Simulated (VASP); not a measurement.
# Br (Cmce) in VASP: a series of runs

Br is run at these levels: PBE-based screened hybrid with 50 % exact exchange, BLYP+D3(BJ); tasks: single point, relaxation of cell and atoms.

Program: VASP 6.6.1. These are calculated values, not measurements. Logs are shortened: lines on timing, memory, paths and dates and some standing lists are left out, and cuts for length are marked.

**1. The cell of the first run**

Symmetry: Cmce, No. 64, orthorhombic system. The conventional cell has a = 6.726 Å, b = 4.645 Å, c = 8.702 Å, α = 90.00°, β = 90.00°, γ = 90.00°. Br (site symmetry m) has 1 Br at 2.29 Å within 3.0 Å.

**2. Single point, PBE-based screened hybrid with 50 % exact exchange**

POSCAR

```
Br
1.0
    3.3632500000     -2.3225500000      0.0000000000
    3.3632500000      2.3225500000      0.0000000000
    0.0000000000      0.0000000000      8.7023000000
Br
4
Direct
    0.3651000000      0.6349000000      0.3901000000
    0.1349000000      0.8651000000      0.8901000000
    0.6349000000      0.3651000000      0.6099000000
    0.8651000000      0.1349000000      0.1099000000
```

INCAR.step1

```
PREC = Accurate ; ENCUT = 520
EDIFF = 1E-5 ; ISMEAR = -1
SIGMA = 0.05 ; LREAL = False
LASPH = True ; NELM = 100
ALGO = Normal ; ISIF = 2
LWAVE = True ; LCHARG = False
NBANDS = 22 ; GGA = PE
```

INCAR.step2

```
PREC = Accurate ; ENCUT = 520
EDIFF = 1E-6 ; ISMEAR = -1
SIGMA = 0.05 ; LREAL = False
LASPH = True ; NELM = 100
ALGO = Normal ; ISIF = 2
LWAVE = False ; LCHARG = False
GGA = PE ; LHFCALC = True
AEXX = 0.5 ; HFSCREEN = 0.2078699
PRECFOCK = Normal ; NBANDS = 22
ISTART = 1
```

KPOINTS

```
regular mesh
0
Gamma
  4 4 2
```

Potentials or basis: VASP PAW PBE potentials, release 64 (Br).

Started as:

```bash
$ cat potpaw_PBE.64/Br/POTCAR > POTCAR
$ cp INCAR.step1 INCAR
$ mpirun -np 1 vasp_std > vasp.out
$ cp INCAR.step2 INCAR
$ mpirun -np 1 vasp_std > vasp.out
```

OUTCAR:

```text
PREC = Accurate
   ENCUT = 520
   EDIFF = 1E-6
   ISMEAR = -1
   LREAL = False
   LASPH = True
   NELM = 100
   ISIF = 2
   GGA = PE
   LHFCALC = True
   AEXX = 0.5
   HFSCREEN = 0.2078699
   PRECFOCK = Normal
   ISTART = 1

 ion  position               nearest neighbor table
   1  0.365  0.635  0.390-   3 2.29
   2  0.135  0.865  0.890-   4 2.29
   3  0.635  0.365  0.610-   1 2.29
   4  0.865  0.135  0.110-   2 2.29

  LATTYP: Found a base centered orthorhombic cell.
 ALAT       =     4.6451000000
 B/A-ratio  =     1.4480850789
 C/A-ratio  =     1.8734365245

  Lattice vectors:

 A1 = (  -3.3632500000,  -2.3225500000,   0.0000000000)
 A2 = (   3.3632500000,  -2.3225500000,   0.0000000000)
 A3 = (   0.0000000000,   0.0000000000,   8.7023000000)

Analysis of symmetry for initial positions (statically):
=====================================================================
 Subroutine PRICEL returns:
 Original cell was already a primitive cell.

 Routine SETGRP: Setting up the symmetry group for a
 base centered orthorhombic supercell.

 Subroutine GETGRP returns: Found  8 space group operations
 (whereof  4 operations were pure point group operations)
 out of a pool of  8 trial point group operations.

The static configuration has the point symmetry C_2h.
 The point group associated with its full space group is D_2h.

Analysis of symmetry for dynamics (positions and initial velocities):
=====================================================================
 Subroutine PRICEL returns:
 Original cell was already a primitive cell.

 Routine SETGRP: Setting up the symmetry group for a
 base centered orthorhombic supercell.

 Subroutine GETGRP returns: Found  8 space group operations
 (whereof  4 operations were pure point group operations)
 out of a pool of  8 trial point group operations.

The dynamic configuration has the point symmetry C_2h.
 The point group associated with its full space group is D_2h.

 Subroutine INISYM returns: Found  8 space group operations
 (whereof  4 operations are pure point group operations),
 and found     1 'primitive' translations

----------------------------------------------------------------------------------------
[... 88 lines left out ...]
   EDIFFG = 0.1E-04   stopping-criterion for IOM
   NSW    =      0    number of steps for IOM
   IBRION =     -1    ionic relax: 0-MD 1-quasi-New 2-CG
   NFREE  =      0    steps in history (QN), initial steepest desc. (CG)
   ISIF   =      2    stress and relaxation
   ISYM   =      3    0-nonsym 1-usesym 2-fastsym
   POTIM  = 0.5000    time-step for ionic-motion
   TEBEG  =    0.0;   TEEND  =   0.0 temperature during run
   PSTRESS=    0.0 pullay stress
   NELECT =      28.0000    total number of electrons
   NUPDOWN=      -1.0000    fix difference up-down
   EMIN   =  10.00;   EMAX   =-10.00  energy-range for DOS
   EFERMI =   0.00;   METHOD = LEGACY
   ISMEAR =    -1;   SIGMA  =   0.05  broadening in eV -4-tet -1-fermi 0-gaus
   EFERMI_NEDOS =   21; number of points for ismear=-14 and -15
   IALGO  =     38    algorithm
   IMIX   =      1    mixing-type and parameters
     AMIX     =   0.40;   BMIX     =  1.00
     AMIX_MAG =   1.60;   BMIX_MAG =  1.00
  volume/ion in A,a.u.               =      33.99       229.36
  Fermi-wavevector in a.u.,A,eV,Ry     =   0.966788  1.826965 12.717090  0.934680
  Thomas-Fermi vector in A             =   2.096619
   LORBIT       =      0    0 simple, 1 ext, 2 COOP (PROOUT), +10 PAW based schemes
   GGA     = PE    functional components
   LHFCALC =     T    Hartree Fock is set to
   PRECFOCK=normal    Normal, Fast or Accurate (Low or Medium for compatibility)
   ENCUT4O =  -1.0   cutoff for four orbital integrals eV
   NKREDX  =     1    reduce k-point grid by
   NKREDY  =     1    reduce k-point grid by
   NKREDZ  =     1    reduce k-point grid by
   AEXX    =    0.5000 exact exchange contribution
   HFSCREEN=    0.2079 screening length (either q_TF or 0.3 A-1)
   HFSCREENC=   0.2079 screening length for correlation (either q_TF or 0.3 A-1)
   ENCUTFOCK=  -1.0 apply spherical cutoff to Coloumb kernel
   IVDW    =     0    specifies the selected vdW correction
   LEPSILON=     F    determine dielectric tensor
   LRPA    =     F    only Hartree local field effects (RPA)
 non-spin polarized calculation
  energy-cutoff  :      520.00
  volume of cell :      135.95
 maximum number of plane-waves:      3697
  NGX = 24; NGY = 24; NGZ = 50

 number of electron      27.9999999 magnetization

 Free energy of the ion-electron system (eV)
  ---------------------------------------------------
  ext. energy  EPLUGINS =         0.00000000
  ---------------------------------------------------
  free energy    TOTEN  =       -11.87307601 eV

  energy without entropy =      -11.87307601  energy(sigma->0) =      -11.87307601

 E-fermi :  -0.9126     XC(G=0):  -5.3101

 val. band max:       -2.0904169692   @ k =   0.5000  -0.0000   0.5000
 cond. band min:       2.3476099419   @ k =   0.0000   0.0000   0.0000
 fundamental gap:      4.4380269111
 Fermi energy:        -0.9126099615

 k-point     1 :       0.0000    0.0000    0.0000
  band No.  band energies     occupation
      1     -20.4585      2.00000
      2     -20.0635      2.00000
      3     -17.1152      2.00000
      4     -16.2755      2.00000
      5      -7.0644      2.00000
      6      -5.8848      2.00000
[... 339 lines left out ...]
     21       9.6561      0.00000
     22       9.6561      0.00000

------------------------ aborting loop because EDIFF is reached ----------------------------------------

  FORCE on cell =-STRESS in cart. coord.  units (eV):
  Direction    XX          YY          ZZ          XY          YZ          ZX
  --------------------------------------------------------------------------------------
  -------------------------------------------------------------------------------------
  Total        0.6223428     -0.2146801     -1.0492829      0.0000000      0.0000000      0.0000000
  in kB        7.3341873     -2.5299620    -12.3655914      0.0000000      0.0000000      0.0000000
  external PRESSURE =      -2.5204554 kB  Pullay stress =       0.0000000 kB

 VOLUME and BASIS-vectors are now :
 -----------------------------------------------------------------------------
  energy-cutoff  :      520.00
  volume of cell :      135.95
      direct lattice vectors                 reciprocal lattice vectors
     3.363250000 -2.322550000  0.000000000     0.148665725 -0.215280618  0.000000000
     3.363250000  2.322550000  0.000000000     0.148665725  0.215280618  0.000000000
     0.000000000  0.000000000  8.702300000     0.000000000  0.000000000  0.114912150

 POSITION                                       TOTAL-FORCE (eV/Angst)
 -----------------------------------------------------------------------------------
      3.36325      0.62662      3.39477         0.000000     -0.256257      0.377590
      3.36325      1.69593      7.74592         0.000000      0.256257      0.377590
      3.36325     -0.62662      5.30753         0.000000      0.256257     -0.377590
      3.36325     -1.69593      0.95638         0.000000     -0.256257     -0.377590
 -----------------------------------------------------------------------------------
    total drift:                               -0.000000      0.000000     -0.000000

  FREE ENERGIE OF THE ION-ELECTRON SYSTEM (eV)
  ---------------------------------------------------
  free  energy   TOTEN  =       -11.8730760094 eV

  energy  without entropy=      -11.8730760094  energy(sigma->0) =      -11.87307601
```

OUTCAR.step1:

```text
PREC = Accurate
   ENCUT = 520
   EDIFF = 1E-5
   ISMEAR = -1
   LREAL = False
   LASPH = True
[... 568 lines left out ...]
      3.36325      1.69593      7.74592         0.000000     -0.420158     -0.768059
      3.36325     -0.62662      5.30753         0.000000     -0.420158      0.768059
      3.36325     -1.69593      0.95638         0.000000      0.420158      0.768059
 -----------------------------------------------------------------------------------
    total drift:                               -0.000000      0.000000      0.000000

  FREE ENERGIE OF THE ION-ELECTRON SYSTEM (eV)
  ---------------------------------------------------
  free  energy   TOTEN  =        -6.3714213502 eV

  energy  without entropy=       -6.3714213460  energy(sigma->0) =       -6.37142135
```

OSZICAR.step1:

```text
N       E                     dE             d eps       ncg     rms          rms(c)
DAV:   1     0.177153331815E+03    0.17715E+03   -0.11477E+04   616   0.106E+03
DAV:   2     0.700930656962E+01   -0.17014E+03   -0.16442E+03   842   0.187E+02
DAV:   3    -0.664706793697E+01   -0.13656E+02   -0.13605E+02   782   0.591E+01
DAV:   4    -0.678495062234E+01   -0.13788E+00   -0.13783E+00   776   0.712E+00
DAV:   5    -0.678601036459E+01   -0.10597E-02   -0.10596E-02   758   0.614E-01    0.110E+01
DAV:   6    -0.648290573235E+01    0.30310E+00   -0.20485E-01   724   0.237E+00    0.720E+00
DAV:   7    -0.638026488405E+01    0.10264E+00   -0.46580E-01   724   0.352E+00    0.603E-01
DAV:   8    -0.637123326376E+01    0.90316E-02   -0.53889E-02   646   0.122E+00    0.313E-01
DAV:   9    -0.637130481350E+01   -0.71550E-04   -0.10222E-03   748   0.192E-01    0.710E-02
DAV:  10    -0.637141877371E+01   -0.11396E-03   -0.13536E-04   708   0.697E-02    0.625E-02
DAV:  11    -0.637142135018E+01   -0.25765E-05   -0.27516E-05   748   0.289E-02
   1 F= -.63714214E+01 E0= -.63714213E+01  d E =-.418893E-08
```

Run time: 41 min. Hardware: 1 thread of Intel Xeon 8259CL, shared host; peak memory 0.38 GiB.

Results:

```
Free energy            : -11.8731 eV
Pressure               : -0.3 GPa
Largest force          : 0.456 eV/Å
Band gap on the k mesh : 4.44 eV (least direct gap 4.60 eV)
```

Forces on the atoms (eV/Å):
```
Br   0.000 -0.256  0.378
Br   0.000  0.256  0.378
Br   0.000  0.256 -0.378
Br   0.000 -0.256 -0.378
```

Caveat: this functional lacks dispersion, which holds the molecules together, so the pressure and a relaxed volume are unreliable; the PAW data sets were made with another functional, which shifts forces and pressure a little. A k mesh can miss the band edges.

**3. Relaxation of cell and atoms, BLYP+D3(BJ)**

INCAR

```
PREC = Accurate
ENCUT = 600
EDIFF = 1E-6
ISMEAR = -1
SIGMA = 0.05
LREAL = False
LASPH = True
NELM = 100
ALGO = Normal
ISIF = 3
LWAVE = False
LCHARG = False
GGA = B5
ALDAX = 1.0
AGGAX = 1.0
AGGAC = 1.0
ALDAC = 0.0
IVDW = 12
VDW_S6 = 1.0
VDW_S8 = 2.6996
VDW_A1 = 0.4298
VDW_A2 = 4.2359
IBRION = 2
NSW = 60
EDIFFG = -0.01
```

KPOINTS

```
Automatic mesh
0
Gamma
  7 7 3
```

POSCAR is that of step 2.

Potentials or basis: VASP PAW PBE potentials, release 64 (Br).

Started as:

```bash
$ cat potpaw_PBE.64/Br/POTCAR > POTCAR
$ mpirun -np 1 vasp_std > vasp.out
```

It took 8.5 min on 1 thread of Intel Xeon 6975P-C (Granite Rapids), shared host; peak memory 0.34 GiB.

Results (log left out):

```
Free energy                           : -7.1964 eV
Relaxed volume                        : 30.41 Å³/atom
Relaxed cell                          : a = 3.968 Å, b = 3.968 Å, c = 8.611 Å, α = 90.00°, β = 90.00°, γ = 63.81°
Space group after relaxing (to 0.1 Å) : Cmce (No. 64)
Energy gained by relaxing             : 65.2 meV/atom
Ionic steps                           : 16
Pressure after relaxing               : 0.0 GPa
Largest force after relaxing          : 0.005 eV/Å
Band gap on the k mesh                : 1.23 eV (least direct gap 1.31 eV)
Dispersion energy per atom            : -0.519 eV
```

Forces on the atoms (eV/Å):
```
Br   0.000  0.004  0.003
Br   0.000 -0.004  0.003
Br   0.000 -0.004 -0.003
Br   0.000  0.004 -0.003
```

The path:
```
step  energy change (eV)  largest force (eV/Å)  pressure (GPa)  volume (Å³)
   1              0.0000                1.3329            1.09       135.95
   2             -0.0318                0.4883           -2.90       140.48
   3             -0.1086                0.1846           -1.32       138.26
   4             -0.1584                0.1824           -1.06       133.81
   5             -0.2342                0.1934            0.55       120.98
   6             -0.2392                0.2206           -0.18       120.52
   7             -0.2415                0.1305            0.07       120.70
   8             -0.2495                0.1037            0.07       120.91
   9             -0.2607                0.0261            0.10       121.46
  10             -0.2607                0.0239            0.10       121.49
  11             -0.2599                0.0625           -0.29       122.29
  12             -0.2609                0.0125           -0.03       121.73
  13             -0.2609                0.0123           -0.03       121.73
  14             -0.2609                0.0117           -0.01       121.70
  15             -0.2609                0.0122           -0.02       121.72
  16             -0.2610                0.0049           -0.01       121.64
```

Final structure:
```
CELL_PARAMETERS angstrom
3.36823 -2.09681 0.00000
3.36823 2.09681 0.00000
0.00000 0.00000 8.61147
ATOMIC_POSITIONS crystal
Br 0.34477 0.65523 0.38053
Br 0.15523 0.84477 0.88053
Br 0.65523 0.34477 0.61947
Br 0.84477 0.15523 0.11947
```

Levels at points of the mesh, in eV from the valence-band top:
| k point | band 12 | band 13 | band 14 | band 15 | band 16 | band 17 |
| --- | --- | --- | --- | --- | --- | --- |
| (0.00, 0.00, 0.00) | -0.59 | -0.28 | 0.00 | 1.31 | 2.14 | 6.31 |

Caveat: the PAW data sets were made with another functional, which shifts forces and pressure a little. As with any semilocal functional, this BLYP gap is likely too small.
